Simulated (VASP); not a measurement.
# SnPb2O3 in VASP: further runs, part 2 of 2

VASP 6.6.1.

## 4. Single point, PBE

This run uses another cell than the first one, of 21.70 Å³/atom.

Contents of INCAR:

```
ALGO = Normal
EDIFF = 1E-7
ENCUT = 520
GGA = PE
ISIF = 2
ISMEAR = 0
LASPH = True
LCHARG = True
LELF = True
LREAL = False
LVHAR = True
LWAVE = False
NBANDS = 72
NELM = 100
PREC = Accurate
SIGMA = 0.1
```

Contents of KPOINTS:

```
k-points
0
Gamma
  4 4 1
```

Contents of POSCAR:

```
SnPb2O3
1.0
    3.9853943224      0.0000000000      0.0000000000
    0.0000000000      3.9853943224      0.0000000000
    0.0000000000      0.0000000000     16.3907377660
Sn Pb O
2 4 6
Direct
    0.5000000000      1.0000000000      0.9163634890
    0.0000000000      0.5000000000      0.0836365110
    0.5000000000      0.0000000000      0.2262794428
    0.5000000000      1.0000000000      0.5742540567
    0.0000000000      0.5000000000      0.4257459433
    0.0000000000      0.5000000000      0.7737205572
    0.5000000000      0.5000000000      0.8483132610
    0.5000000000      0.5000000000      0.1516867390
    0.5000000000      0.5000000000      0.5000000000
    0.0000000000      0.0000000000      0.8483132610
    0.0000000000      0.0000000000      0.1516867390
    0.0000000000      0.0000000000      0.5000000000
```

Potentials or basis: VASP PAW PBE potentials, release 64 (Sn_d, Pb_d, O).

Started as:

```console
> cat potpaw_PBE.64/Sn_d/POTCAR potpaw_PBE.64/Pb_d/POTCAR potpaw_PBE.64/O/POTCAR > POTCAR
> mpirun -np 1 vasp_std > vasp.out
```

OUTCAR:

```text
EDIFF = 1E-7
   ENCUT = 520
   GGA = PE
   ISIF = 2
   ISMEAR = 0
   LASPH = True
   LREAL = False
   NELM = 100
   PREC = Accurate

 ion  position               nearest neighbor table
   1  0.500  0.000  0.916-   7 2.28  10 2.28   7 2.28  10 2.28   6 3.66   6 3.66   6 3.66   6 3.66

   2  0.000  0.500  0.084-   8 2.28  11 2.28  11 2.28   8 2.28   3 3.66   3 3.66   3 3.66   3 3.66

   3  0.500  0.000  0.226-   8 2.34  11 2.34   8 2.34  11 2.34   2 3.66   2 3.66   2 3.66   2 3.66
[... 7 lines left out ...]
   7  0.500  0.500  0.848-   1 2.28   1 2.28   6 2.34   6 2.34
   8  0.500  0.500  0.152-   2 2.28   2 2.28   3 2.34   3 2.34
   9  0.500  0.500  0.500-   4 2.33   5 2.33   4 2.33   5 2.33
  10  0.000  0.000  0.848-   1 2.28   1 2.28   6 2.34   6 2.34
  11  0.000  0.000  0.152-   2 2.28   2 2.28   3 2.34   3 2.34
  12  0.000  0.000  0.500-   4 2.33   5 2.33   5 2.33   4 2.33

  LATTYP: Found a simple tetragonal cell.
 ALAT       =     3.9853943224
 C/A-ratio  =     4.1127016401

  Lattice vectors:

 A1 = (   3.9853943224,   0.0000000000,   0.0000000000)
 A2 = (   0.0000000000,   3.9853943224,   0.0000000000)
 A3 = (   0.0000000000,   0.0000000000,  16.3907377660)

Analysis of symmetry for initial positions (statically):
=====================================================================
 Subroutine PRICEL returns:
 Original cell was already a primitive cell.

 Routine SETGRP: Setting up the symmetry group for a
 simple tetragonal supercell.

 Subroutine GETGRP returns: Found 16 space group operations
 (whereof  8 operations were pure point group operations)
 out of a pool of 16 trial point group operations.

The static configuration has the point symmetry D_2d.
 The point group associated with its full space group is D_4h.

Analysis of symmetry for dynamics (positions and initial velocities):
=====================================================================
 Subroutine PRICEL returns:
 Original cell was already a primitive cell.

 Routine SETGRP: Setting up the symmetry group for a
 simple tetragonal supercell.

 Subroutine GETGRP returns: Found 16 space group operations
 (whereof  8 operations were pure point group operations)
 out of a pool of 16 trial point group operations.

The dynamic configuration has the point symmetry D_2d.
 The point group associated with its full space group is D_4h.

 Subroutine INISYM returns: Found 16 space group operations
 (whereof  8 operations are pure point group operations),
 and found     1 'primitive' translations

----------------------------------------------------------------------------------------

                                     Primitive cell

  volume of cell :     260.3401

  direct lattice vectors                    reciprocal lattice vectors
     3.985394322  0.000000000  0.000000000     0.250916200  0.000000000  0.000000000
     0.000000000  3.985394322  0.000000000     0.000000000  0.250916200  0.000000000
     0.000000000  0.000000000 16.390737766     0.000000000  0.000000000  0.061010066

  length of vectors
[... 63 lines left out ...]
  0.500000  0.250000  0.000000      4.000000
  0.500000  0.500000  0.000000      1.000000
   k-points           NKPTS =      6   k-points in BZ     NKDIM =      6   number of bands    NBANDS=     72
   number of dos      NEDOS =    301   number of ions     NIONS =     12
   total plane-waves  NPLWV = 113400
   dimension x,y,z NGX =    30 NGY =   30 NGZ =  126
   dimension x,y,z NGXF=    60 NGYF=   60 NGZF=  252
   ions per type =               2   4   6
   NGX,Y,Z   is equivalent  to a cutoff of  12.51, 12.51, 12.78 a.u.
   NGXF,Y,Z  is equivalent  to a cutoff of  25.03, 25.03, 25.56 a.u.
 SYSTEM =  unknown system
   PREC   = accura    normal or accurate (medium, high low for compatibility)
   ISTART =      0    job   : 0-new  1-cont  2-samecut
   ICHARG =      2    charge: 1-file 2-atom 10-const
   ISPIN  =      1    spin polarized calculation?
   LNONCOLLINEAR =      F non collinear calculations
   LSORBIT =      F    spin-orbit coupling
   LASPH  =      T    aspherical Exc in radial PAW
   ENCUT  =  520.0 eV  38.22 Ry    6.18 a.u.   7.41  7.41 30.48*2*pi/ulx,y,z
   NELM   =    100;   NELMIN=  2; NELMDL= -5     # of ELM steps
   EDIFF  = 0.1E-06   stopping-criterion for ELM
   LREAL  =      F    real-space projection
   EDIFFG = 0.1E-05   stopping-criterion for IOM
   NSW    =      0    number of steps for IOM
   IBRION =     -1    ionic relax: 0-MD 1-quasi-New 2-CG
   NFREE  =      0    steps in history (QN), initial steepest desc. (CG)
   ISIF   =      2    stress and relaxation
   ISYM   =      2    0-nonsym 1-usesym 2-fastsym
   POTIM  = 0.5000    time-step for ionic-motion
   TEBEG  =    0.0;   TEEND  =   0.0 temperature during run
   PSTRESS=    0.0 pullay stress
   NELECT =     120.0000    total number of electrons
   NUPDOWN=      -1.0000    fix difference up-down
   EMIN   =  10.00;   EMAX   =-10.00  energy-range for DOS
   EFERMI =   0.00;   METHOD = LEGACY
   ISMEAR =     0;   SIGMA  =   0.10  broadening in eV -4-tet -1-fermi 0-gaus
   EFERMI_NEDOS =   21; number of points for ismear=-14 and -15
   IALGO  =     38    algorithm
   IMIX   =      4    mixing-type and parameters
     AMIX     =   0.40;   BMIX     =  1.00
     AMIX_MAG =   1.60;   BMIX_MAG =  1.00
  volume/ion in A,a.u.               =      21.70       146.41
  Fermi-wavevector in a.u.,A,eV,Ry     =   1.264605  2.389757 21.758787  1.599226
  Thomas-Fermi vector in A             =   2.397901
   LORBIT       =      0    0 simple, 1 ext, 2 COOP (PROOUT), +10 PAW based schemes
   GGA     = PE    functional components
   LHFCALC =     F    Hartree Fock is set to
   AEXX    =    0.0000 exact exchange contribution
   IVDW    =     0    specifies the selected vdW correction
   LEPSILON=     F    determine dielectric tensor
   LRPA    =     F    only Hartree local field effects (RPA)
 non-spin polarized calculation
 Gauss-broadening in eV      SIGMA  =   0.10
  energy-cutoff  :      520.00
  volume of cell :      260.34
 maximum number of plane-waves:      7069
 NGX is ok and might be reduce to    30
   NGX = 15   NGY = 15   NGZ = 61

 number of electron     119.9999995 magnetization

 Free energy of the ion-electron system (eV)
  ---------------------------------------------------
  ext. energy  EPLUGINS =         0.00000000
  ---------------------------------------------------
  free energy    TOTEN  =       -65.64780821 eV

  energy without entropy =      -65.64780821  energy(sigma->0) =      -65.64780821

 E-fermi :   5.0409     XC(G=0):  -9.2289

 val. band max:        4.5642892395   @ k =   0.2500   0.0000   0.0000
 cond. band min:       5.8670964848   @ k =   0.5000   0.5000   0.0000
 fundamental gap:      1.3028072453
 Fermi energy:         5.0408808688

 k-point     1 :       0.0000    0.0000    0.0000
  band No.  band energies     occupation
      1     -16.1993      2.00000
      2     -16.1911      2.00000
      3     -16.0034      2.00000
      4     -16.0034      2.00000
      5     -15.9970      2.00000
      6     -15.9862      2.00000
[... 439 lines left out ...]
     71       9.4935      0.00000
     72       9.5179      0.00000

------------------------ aborting loop because EDIFF is reached ----------------------------------------

  FORCE on cell =-STRESS in cart. coord.  units (eV):
  Direction    XX          YY          ZZ          XY          YZ          ZX
  --------------------------------------------------------------------------------------
  -------------------------------------------------------------------------------------
  Total        0.1847427      0.1847427      0.2184115      0.0000000      0.0000000     -0.0000000
  in kB        1.1369378      1.1369378      1.3441418      0.0000000      0.0000000     -0.0000000
  external PRESSURE =       1.2060058 kB  Pullay stress =       0.0000000 kB

 VOLUME and BASIS-vectors are now :
 -----------------------------------------------------------------------------
  energy-cutoff  :      520.00
  volume of cell :      260.34
      direct lattice vectors                 reciprocal lattice vectors
     3.985394322  0.000000000  0.000000000     0.250916200  0.000000000  0.000000000
     0.000000000  3.985394322  0.000000000     0.000000000  0.250916200  0.000000000
     0.000000000  0.000000000 16.390737766     0.000000000  0.000000000  0.061010066

 POSITION                                       TOTAL-FORCE (eV/Angst)
 -----------------------------------------------------------------------------------
      1.99270      0.00000     15.01987         0.000000      0.000000      0.058063
      0.00000      1.99270      1.37086        -0.000000      0.000000     -0.058063
      1.99270      0.00000      3.70889        -0.000000      0.000000      0.034825
      1.99270      0.00000      9.41245         0.000000      0.000000      0.033742
      0.00000      1.99270      6.97829        -0.000000      0.000000     -0.033742
      0.00000      1.99270     12.68185         0.000000     -0.000000     -0.034825
      1.99270      1.99270     13.90448        -0.000000     -0.000000     -0.015655
      1.99270      1.99270      2.48626        -0.000000      0.000000      0.015655
      1.99270      1.99270      8.19537        -0.000000     -0.000000      0.000000
      0.00000      0.00000     13.90448        -0.000000     -0.000000     -0.015655
      0.00000      0.00000      2.48626        -0.000000     -0.000000      0.015655
      0.00000      0.00000      8.19537        -0.000000      0.000000      0.000000
 -----------------------------------------------------------------------------------
    total drift:                                0.000000     -0.000000      0.000000

  FREE ENERGIE OF THE ION-ELECTRON SYSTEM (eV)
  ---------------------------------------------------
  free  energy   TOTEN  =       -65.6478082135 eV

  energy  without entropy=      -65.6478082135  energy(sigma->0) =      -65.64780821
```

Wall time 5.3 min (1 thread of Oxide Virtual Turin-like, shared host); peak memory 0.35 GiB.

What came out:

```
Free energy            : -65.6478 eV
Pressure               : 0.1 GPa
Largest force          : 0.058 eV/Å
Band gap on the k mesh : 1.30 eV (least direct gap 1.51 eV)
```

Forces on the atoms (eV/Å):
```
Sn   0.000  0.000  0.058
Sn   0.000  0.000 -0.058
Pb   0.000  0.000  0.035
Pb   0.000  0.000  0.034
Pb   0.000  0.000 -0.034
Pb   0.000  0.000 -0.035
O    0.000  0.000 -0.016
O    0.000  0.000  0.016
O    0.000  0.000  0.000
O    0.000  0.000 -0.016
O    0.000  0.000  0.016
O    0.000  0.000  0.000
```

Levels at points of the mesh, in eV from the valence-band top:
| k point | band 57 | band 58 | band 59 | band 60 | band 61 | band 62 | band 63 | band 64 |
| --- | --- | --- | --- | --- | --- | --- | --- | --- |
| (0.00, 0.00, 0.00) | -1.92 | -1.03 | -0.87 | 0.00 | 1.51 | 1.51 | 2.06 | 4.02 |
| (0.50, 0.00, 0.00) | -1.58 | -1.58 | -0.94 | -0.94 | 2.34 | 2.34 | 2.47 | 2.47 |
| (0.50, 0.50, 0.00) | -1.31 | -1.31 | -1.16 | -1.16 | 1.30 | 1.30 | 2.36 | 2.36 |

Caveat: spin-orbit coupling is left out, which moves the levels of the heavy elements.

## 5. Single point, PBE

This run uses another cell than the first one, of 21.47 Å³/atom.

Contents of INCAR:

```
PREC = Accurate
ENCUT = 520
EDIFF = 1E-7
ISMEAR = 0
SIGMA = 0.1
LREAL = F
LASPH = T
NELM = 80
ALGO = Normal
ISIF = 2
LWAVE = F
LCHARG = T
GGA = PE
LELF = T
LVHAR = T
NBANDS = 72
```

Contents of KPOINTS:

```
Automatic mesh
0
Gamma
  4 4 1
```

Contents of POSCAR:

```
SnPb2O3
1.0
    3.9852784791     -0.0021677098     -0.0114290909
   -0.0021765143      3.9847996427     -0.0051229831
   -0.0481239062     -0.0219743378     16.2213506058
Sn Pb O
2 4 6
Direct
    0.5002161832      1.0002363023      0.9157661871
   -0.0002706653      0.4999543073      0.0842172630
    0.5030169088      0.0014097165      0.2282384693
    0.5016792840      1.0005648953      0.5749790711
   -0.0015891519      0.4990983418      0.4250480445
   -0.0030575558      0.4987576088      0.7717485355
    0.4986715513      0.4994246742      0.8470293007
    0.5015387690      0.5006234276      0.1529426741
    0.5001562069      0.4997737274      0.5000065835
   -0.0015811265     -0.0004614506      0.8470441462
    0.0012911224      0.0007339869      0.1529586025
   -0.0000715260     -0.0001155374      0.5000211225
```

Started as:

```console
> cat potpaw_PBE.64/Sn_d/POTCAR potpaw_PBE.64/Pb_d/POTCAR potpaw_PBE.64/O/POTCAR > POTCAR
> mpirun -np 1 vasp_std > vasp.out
```

Wall time 7.4 min (1 thread of Oxide Virtual Turin-like, shared host); peak memory 0.37 GiB.

It converged, with:

* Free energy: -65.6454 eV
* Pressure: 0.2 GPa
* Largest force: 0.063 eV/Å
* Band gap on the k mesh: 1.25 eV (least direct gap 1.52 eV)

Forces on the atoms (eV/Å):
```
Sn  -0.001  0.000  0.063
Sn   0.001  0.000 -0.063
Pb   0.000  0.000  0.044
Pb   0.000  0.000  0.039
Pb   0.000  0.000 -0.039
Pb   0.000  0.000 -0.044
O    0.000  0.000 -0.010
O   -0.001  0.000  0.010
O    0.000  0.000  0.000
O    0.001  0.000 -0.010
O    0.000  0.000  0.010
O    0.000  0.000  0.000
```

Stress tensor (GPa, compression positive):
```
0.20 0.06 0.05
0.06 0.20 0.02
0.05 0.02 0.26
```

Levels at points of the mesh, in eV from the valence-band top:
```csv
k point,band 57,band 58,band 59,band 60,band 61,band 62,band 63,band 64
"(0.00, 0.00, 0.00)",-1.92,-1.02,-0.86,0.00,1.52,1.54,2.06,4.10
"(0.50, 0.00, 0.00)",-1.60,-1.56,-0.96,-0.93,2.34,2.39,2.47,2.52
"(0.00, 0.50, 0.00)",-1.59,-1.57,-0.96,-0.94,2.35,2.38,2.48,2.51
"(0.50, 0.50, 0.00)",-1.33,-1.32,-1.17,-1.16,1.25,1.26,2.32,2.33
```

Caveat: spin-orbit coupling is left out, which moves the levels of the heavy elements. A k mesh can miss the band edges.

## 6. Overview

```csv
cell,gap on the mesh (eV),pressure (GPa),largest force (eV/Å)
"a = 3.903, b = 3.903, c = 15.397 Å, 12 atoms, atomic positions A",1.06,6.1,1.44
"a = 3.987, b = 3.987, c = 15.979 Å, 12 atoms, atomic positions B",1.19,0.3,0.07
"a = 3.985, b = 3.985, c = 16.391 Å, 12 atoms, atomic positions C",1.30,0.1,0.06
"a = 3.985, b = 3.985, c = 16.221 Å, angles 90.2, 90.3, 90.1°, 12 atoms, atomic positions D",1.25,0.2,0.06
```

Alike in all rows: task single point; level PBE; potentials or basis VASP PAW PBE potentials, release 64 (Sn_d, Pb_d, O); no spin polarisation; k mesh 4 × 4 × 1; cutoff (eV) 520; smearing gaussian 0.1 eV.

Caveats: spin-orbit coupling is left out, which moves the levels of the heavy elements; the cell stands under pressure (at least some runs); forces of over 1 eV/Å act on the atoms, so gaps and moduli don't describe the material at rest (at least some runs).

Total energies depend on the potentials used, so only differences within one code and one set of settings carry meaning.
